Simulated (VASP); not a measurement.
Crystal: LaI.

```
CELL_PARAMETERS angstrom
3.92920 0.00000 0.00000
-1.96460 3.40279 0.00000
0.00000 0.00000 9.71200
ATOMIC_POSITIONS crystal
La 0.00000 0.00000 0.00000
La 0.00000 0.00000 0.50000
I 0.33333 0.66667 0.25000
I 0.66667 0.33333 0.75000
```

| Property | Result |
| --- | --- |
| Program | VASP 6.6.1 |
| Task | relaxation of cell and atoms |
| Functional | PBEsol |
| Dispersion | D3(BJ) |
| Potentials or basis | VASP PAW PBE potentials, release 64 (La, I) |
| Cutoff | 600 eV |
| k mesh | 6 × 6 × 3 |
| Occupations | gaussian, width 0.1 eV |
| Spin | no spin polarisation |

At the start: pressure -4.2 GPa; volume 32.46 Å³/atom.

Question: Where does the relaxation end?

Answer: Over 9 steps the energy falls by 42.2 meV/atom and the volume is 29.79 Å³/atom (-8.2 %); space group P6_3/mmc (No. 194, to 0.1 Å) before and after.

The path:
```tsv
step	energy change (eV)	largest force (eV/Å)	pressure (GPa)	volume (Å³)
1	0.0000	0.0000	-4.23	129.85
2	-0.1309	0.0000	2.60	114.37
3	-0.1656	0.0000	0.06	118.81
4	-0.1655	0.0000	0.18	118.60
5	-0.1677	0.0000	0.18	118.71
6	-0.1685	0.0000	0.17	118.86
7	-0.1686	0.0000	0.16	118.83
8	-0.1686	0.0000	-0.15	119.44
9	-0.1687	0.0000	0.01	119.14
```

Final structure:
```cif
data_structure
_symmetry_space_group_name_H-M 'P 1'
_symmetry_Int_Tables_number 1
_cell_length_a 3.8529
_cell_length_b 3.8529
_cell_length_c 9.2674
_cell_angle_alpha 90.000
_cell_angle_beta 90.000
_cell_angle_gamma 120.000
_cell_volume 119.14
loop_
_atom_site_label
_atom_site_type_symbol
_atom_site_fract_x
_atom_site_fract_y
_atom_site_fract_z
_atom_site_occupancy
La1 La 0.00000 0.00000 0.00000 1
La2 La 0.00000 0.00000 0.50000 1
I1 I 0.33333 0.66667 0.25000 1
I2 I 0.66667 0.33333 0.75000 1
```

Caveat: the PAW data sets were made with another functional, which shifts forces and pressure a little.
